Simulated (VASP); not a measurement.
# HRh6 in VASP: single point with PBE+D3(BJ)

Aim: the single point of HRh6 with PBE+D3(BJ).

Everything below comes from runs of VASP 6.6.1. Logs are shortened: lines on timing, memory, paths and dates and some standing lists are left out, and cuts for length are marked.

### Step 1. The cell of the first run

The cell holds a slab with vacuum, 14 atoms: a = 5.374 Å, b = 5.374 Å, c = 19.388 Å, α = 90.00°, β = 90.00°, γ = 60.00°.

### Step 2. Single point, PBE+D3(BJ)

INCAR

```
SYSTEM = HRh6
PREC = Accurate ; ENCUT = 520
EDIFF = 1E-6 ; ISMEAR = -1
SIGMA = 0.002 ; LREAL = .FALSE.
LASPH = .TRUE. ; NELM = 100
ALGO = Normal ; ISIF = 2
LWAVE = .FALSE. ; LCHARG = .FALSE.
GGA = PE ; IVDW = 12
NBANDS = 104
```

KPOINTS

```
regular mesh
0
G
  2 2 1
  0 0 0
```

POSCAR

```
HRh6
1.0
    5.3740120000      0.0000000000      0.0000000000
    2.6870060000      4.6540310000      0.0000000000
    0.0000000000      0.0000000000     19.3878620000
Rh H
12 2
Direct
    0.1666630824      0.1666727188      0.0515786630
    0.6666619659      0.1666727188      0.0515786630
    0.1666641894      0.6666693883      0.0515786630
    0.6666630729      0.6666693883      0.0515786630
   -0.1704177205      0.3327223218      0.1617971079
    0.3381490986      0.3337107123      0.1611420589
   -0.1685181363      0.8372956691      0.1615134253
    0.3325376614      0.8338792758      0.1647267760
    0.0282215321     -0.0142027417      0.2724075507
    0.4816354184     -0.0150407249      0.2714688190
   -0.0036380184      0.5072377043      0.2711799785
    0.4881518379      0.5285310734      0.2714069246
   -0.1014121160      1.7205729829      0.3612363240
    1.4416521754     -0.7323973562      0.3181062461
```

Potentials or basis: VASP PAW PBE potentials, release 64 (Rh_pv, H).

The run is started by

```console
> cat potpaw_PBE.64/Rh_pv/POTCAR potpaw_PBE.64/H/POTCAR > POTCAR
> mpirun -np 1 vasp_std > vasp.out
```

OUTCAR:

```text
SYSTEM = HRh6
   PREC = Accurate
   ENCUT = 520
   EDIFF = 1E-6
   ISMEAR = -1
   LREAL = .FALSE.
   LASPH = .TRUE.
   NELM = 100
   ISIF = 2
   GGA = PE
   IVDW = 12
 IVDW          = 12

 ion  position               nearest neighbor table
   1  0.167  0.167  0.052-   6 2.64   5 2.65   8 2.69   3 2.69   4 2.69   2 2.69   2 2.69   4 2.69
                             3 2.69
   2  0.667  0.167  0.052-   6 2.62   7 2.63   5 2.63   3 2.69   4 2.69   1 2.69   1 2.69   4 2.69
                             3 2.69
   3  0.167  0.667  0.052-   6 2.63   7 2.64   8 2.69   2 2.69   1 2.69   4 2.69   4 2.69   1 2.69
                             2 2.69
   4  0.667  0.667  0.052-   7 2.64   5 2.64   2 2.69   1 2.69   3 2.69   3 2.69   1 2.69   2 2.69
                             8 2.69
   5  0.830  0.333  0.162-   2 2.63   6 2.64   4 2.64  11 2.65   1 2.65  12 2.66   7 2.66   8 2.68
                             9 2.69   8 2.69   7 2.72   6 2.74
   6  0.338  0.334  0.161-   2 2.62   3 2.63   5 2.64   1 2.64   7 2.66  11 2.66   8 2.67  12 2.68
                            10 2.69   8 2.70   7 2.71   5 2.74
   7  0.831  0.837  0.162-  11 2.62   2 2.63   3 2.64   4 2.64   5 2.66   6 2.66   8 2.68  10 2.69
                             9 2.69   8 2.69   6 2.71   5 2.72
   8  0.333  0.834  0.165-  10 2.50  12 2.51   9 2.52   6 2.67   5 2.68   7 2.68   1 2.69   3 2.69
                             4 2.69   7 2.69   5 2.69   6 2.70
   9  0.028  0.986  0.272-  10 2.43  12 2.46   8 2.52  11 2.66   7 2.69   5 2.69  11 2.72  12 2.91
                            10 2.94
  10  0.482  0.985  0.271-  14 1.69   9 2.43  12 2.44   8 2.50  11 2.67   7 2.69   6 2.69  11 2.71
                            12 2.94   9 2.94
  11  0.996  0.507  0.271-  13 2.01   7 2.62   5 2.65   6 2.66   9 2.66  10 2.67  12 2.68  12 2.70
                            10 2.71   9 2.72
  12  0.488  0.529  0.271-  14 1.79  10 2.44   9 2.46   8 2.51   5 2.66  11 2.68   6 2.68  11 2.70
                             9 2.91  10 2.94
  13  0.899  0.721  0.361-  11 2.01
  14  0.442  0.268  0.318-  10 1.69  12 1.79

  LATTYP: Found a hexagonal cell.
 ALAT       =     5.3740120760
 C/A-ratio  =     3.6077071889

  Lattice vectors:

 A1 = (  -2.6870060000,  -4.6540310000,   0.0000000000)
 A2 = (   5.3740120000,   0.0000000000,   0.0000000000)
 A3 = (   0.0000000000,   0.0000000000,  19.3878620000)

Analysis of symmetry for initial positions (statically):
=====================================================================
 Subroutine PRICEL returns:
 Original cell was already a primitive cell.

 Routine SETGRP: Setting up the symmetry group for a
 hexagonal supercell.

 Subroutine GETGRP returns: Found  1 space group operations
 (whereof  1 operations were pure point group operations)
 out of a pool of 24 trial point group operations.

The static configuration has the point symmetry C_1 .

Analysis of symmetry for dynamics (positions and initial velocities):
=====================================================================
 Subroutine PRICEL returns:
 Original cell was already a primitive cell.

 Routine SETGRP: Setting up the symmetry group for a
 hexagonal supercell.

 Subroutine GETGRP returns: Found  1 space group operations
 (whereof  1 operations were pure point group operations)
 out of a pool of 24 trial point group operations.

The dynamic configuration has the point symmetry C_1 .

 Subroutine INISYM returns: Found  1 space group operations
 (whereof  1 operations are pure point group operations),
 and found     1 'primitive' translations

----------------------------------------------------------------------------------------

                                     Primitive cell

  volume of cell :     484.9063

  direct lattice vectors                    reciprocal lattice vectors
     5.374012000  0.000000000  0.000000000     0.186080716 -0.107433749  0.000000000
     2.687006000  4.654031000  0.000000000     0.000000000  0.214867499  0.000000000
     0.000000000  0.000000000 19.387862000     0.000000000  0.000000000  0.051578663

  length of vectors
     5.374012000  5.374012076 19.387862000     0.214867502  0.214867499  0.051578663

  position of ions in fractional coordinates (direct lattice)
     0.166663082  0.166672719  0.051578663
     0.666661966  0.166672719  0.051578663
[... 36 lines left out ...]
 generate k-points for:    2    2    1

 Generating k-lattice:

  Cartesian coordinates                     Fractional coordinates (reciprocal lattice)
     0.093040358 -0.053716875  0.000000000     0.500000000  0.000000000  0.000000000
     0.000000000  0.107433749  0.000000000     0.000000000  0.500000000  0.000000000
     0.000000000  0.000000000  0.051578663     0.000000000  0.000000000  1.000000000

  Length of vectors
     0.107433751  0.107433749  0.051578663

  Shift w.r.t. Gamma in fractional coordinates (k-lattice)
     0.000000000  0.000000000  0.000000000

 Subroutine IBZKPT returns following result:
 ===========================================

 Found      4 irreducible k-points:

 Following reciprocal coordinates:
            Coordinates               Weight
  0.000000  0.000000  0.000000      1.000000
  0.500000 -0.000000  0.000000      1.000000
  0.500000  0.500000  0.000000      1.000000
  0.000000  0.500000  0.000000      1.000000
   k-points           NKPTS =      4   k-points in BZ     NKDIM =      4   number of bands    NBANDS=    104
   number of dos      NEDOS =    301   number of ions     NIONS =     14
   total plane-waves  NPLWV = 230400
   dimension x,y,z NGX =    40 NGY =   40 NGZ =  144
   dimension x,y,z NGXF=    80 NGYF=   80 NGZF=  288
   ions per type =              12   2
   NGX,Y,Z   is equivalent  to a cutoff of  12.37, 12.37, 12.35 a.u.
   NGXF,Y,Z  is equivalent  to a cutoff of  24.75, 24.75, 24.70 a.u.
 SYSTEM =  HRh6
   PREC   = accura    normal or accurate (medium, high low for compatibility)
   ISTART =      0    job   : 0-new  1-cont  2-samecut
   ICHARG =      2    charge: 1-file 2-atom 10-const
   ISPIN  =      1    spin polarized calculation?
   LNONCOLLINEAR =      F non collinear calculations
   LSORBIT =      F    spin-orbit coupling
   LASPH  =      T    aspherical Exc in radial PAW
   ENCUT  =  520.0 eV  38.22 Ry    6.18 a.u.   9.99  9.99 36.05*2*pi/ulx,y,z
   NELM   =    100;   NELMIN=  2; NELMDL= -5     # of ELM steps
   EDIFF  = 0.1E-05   stopping-criterion for ELM
   LREAL  =      F    real-space projection
   EDIFFG = 0.1E-04   stopping-criterion for IOM
   NSW    =      0    number of steps for IOM
   IBRION =     -1    ionic relax: 0-MD 1-quasi-New 2-CG
   NFREE  =      0    steps in history (QN), initial steepest desc. (CG)
   ISIF   =      2    stress and relaxation
   ISYM   =      2    0-nonsym 1-usesym 2-fastsym
   POTIM  = 0.5000    time-step for ionic-motion
   TEBEG  =    0.0;   TEEND  =   0.0 temperature during run
   PSTRESS=    0.0 pullay stress
   NELECT =     182.0000    total number of electrons
   NUPDOWN=      -1.0000    fix difference up-down
   EMIN   =  10.00;   EMAX   =-10.00  energy-range for DOS
   EFERMI =   0.00;   METHOD = LEGACY
   ISMEAR =    -1;   SIGMA  =   0.00  broadening in eV -4-tet -1-fermi 0-gaus
   EFERMI_NEDOS =   21; number of points for ismear=-14 and -15
   IALGO  =     38    algorithm
   IMIX   =      4    mixing-type and parameters
     AMIX     =   0.40;   BMIX     =  1.00
     AMIX_MAG =   1.60;   BMIX_MAG =  1.00
  volume/ion in A,a.u.               =      34.64       233.74
  Fermi-wavevector in a.u.,A,eV,Ry     =   1.180899  2.231575 18.973624  1.394522
  Thomas-Fermi vector in A             =   2.317182
   LORBIT       =      0    0 simple, 1 ext, 2 COOP (PROOUT), +10 PAW based schemes
   GGA     = PE    functional components
   LHFCALC =     F    Hartree Fock is set to
   AEXX    =    0.0000 exact exchange contribution
   IVDW    =    12    specifies the selected vdW correction
   LEPSILON=     F    determine dielectric tensor
   LRPA    =     F    only Hartree local field effects (RPA)
 non-spin polarized calculation
  energy-cutoff  :      520.00
  volume of cell :      484.91
 maximum number of plane-waves:     13024
 NGX is ok and might be reduce to    40
   NGX = 19   NGY = 19   NGZ = 73

 number of electron     181.9999993 magnetization

 Free energy of the ion-electron system (eV)
  ---------------------------------------------------
  ext. energy  EPLUGINS =         0.00000000
  ---------------------------------------------------
  free energy    TOTEN  =       -89.28019062 eV

  energy without entropy =      -89.27914051  energy(sigma->0) =      -89.27966556

 E-fermi :   0.5756     XC(G=0):  -5.8304

 val. band max:        0.5730580876   @ k =   0.0000   0.5000   0.0000
 cond. band min:       0.5781548269   @ k =   0.0000   0.0000   0.0000
 fundamental gap:      0.0050967394
 Fermi energy:         0.5756064574

 k-point     1 :       0.0000    0.0000    0.0000
  band No.  band energies     occupation
      1     -46.6561      2.00000
      2     -46.6023      2.00000
      3     -46.5649      2.00000
      4     -46.5166      2.00000
      5     -46.4126      2.00000
      6     -46.3149      2.00000
[... 413 lines left out ...]
    102       3.0110      0.00000
    103       3.7554      0.00000
 [bands above 103 left out]

------------------------ aborting loop because EDIFF is reached ----------------------------------------

 Edisp (eV)   -5.45947

 E8    (eV) :    -2.5270

  FORCE on cell =-STRESS in cart. coord.  units (eV):
  Direction    XX          YY          ZZ          XY          YZ          ZX
  --------------------------------------------------------------------------------------
  -------------------------------------------------------------------------------------
  Total      -7.39530    -8.30371     4.28785     0.51365    -0.16878     0.51978
  in kB     -24.43477   -27.43626    14.16747     1.69715    -0.55767     1.71742
  external pressure =      -12.57 kB  Pullay stress =        0.00 kB

 VOLUME and BASIS-vectors are now :
 -----------------------------------------------------------------------------
  energy-cutoff  :      520.00
  volume of cell :      484.91
      direct lattice vectors                 reciprocal lattice vectors
     5.374012000  0.000000000  0.000000000     0.186080716 -0.107433749  0.000000000
     2.687006000  4.654031000  0.000000000     0.000000000  0.214867499  0.000000000
     0.000000000  0.000000000 19.387862000     0.000000000  0.000000000  0.051578663

 POSITION                                       TOTAL-FORCE (eV/Angst)
 -----------------------------------------------------------------------------------
      1.34350      0.77570      1.00000         0.003684      0.068394     -0.024442
      4.03050      0.77570      1.00000         0.088432     -0.059080     -0.315311
      2.68700      3.10270      1.00000         0.019217     -0.052305     -0.115113
      5.37400      3.10270      1.00000        -0.096091     -0.021230     -0.063747
      5.35221      1.54850      3.13690         0.496178      0.094529      0.186820
      2.71390      1.55310      3.12420        -0.623185      0.012678      0.188398
      6.71821      3.89680      3.13140        -0.017318     -0.238868      0.115965
      4.02770      3.88090      3.19370        -0.218202      0.179152     -2.880593
      2.80051      4.58793      5.28140        -3.382351      1.789528      0.742296
      5.23491      4.58403      5.26320         3.700011      1.585353      0.887135
      6.71741      2.36070      5.25760         0.169335      0.253412      1.706722
      4.04350      2.45980      5.26200        -0.085899     -3.605732      0.841594
      6.76521      3.35357      7.00360        -0.084588     -0.458464     -1.826897
      3.09249      1.24543      6.16740         0.030777      0.452633      0.557174
 -----------------------------------------------------------------------------------
    total drift:                               -0.000052     -0.000528     -0.000989

  FREE ENERGIE OF THE ION-ELECTRON SYSTEM (eV)
  ---------------------------------------------------
  free  energy   TOTEN  =       -94.7396558821 eV

  energy  without entropy=      -94.7386057696  energy(sigma->0) =      -94.73913083
```

It took 10 min on 1 thread of Intel Xeon Platinum 8259CL at 2.50GHz (Skylake/Cascade Lake), shared host; peak memory 0.59 GiB.

What came out:

```yaml
Free_energy: -94.7397 eV
Largest_force: 4.122 eV/Å
Band_gap_on_the_k_mesh: zero (bands 91 and 92 overlap by 0.90 eV)
Dispersion_energy_per_atom: -0.390 eV
```

Forces on the atoms (eV/Å):
```
Rh   0.004  0.068 -0.024
Rh   0.088 -0.059 -0.315
Rh   0.019 -0.052 -0.115
Rh  -0.096 -0.021 -0.064
Rh   0.496  0.095  0.187
Rh  -0.623  0.013  0.188
Rh  -0.017 -0.239  0.116
Rh  -0.218  0.179 -2.881
Rh  -3.382  1.790  0.742
Rh   3.700  1.585  0.887
Rh   0.169  0.253  1.707
Rh  -0.086 -3.606  0.842
H   -0.085 -0.458 -1.827
H    0.031  0.453  0.557
```

Caveat: the k points lie up to 0.68 Å⁻¹ apart, too coarse for converged energies and pressures of a metal; there is no dipole correction, which matters where the two faces differ.
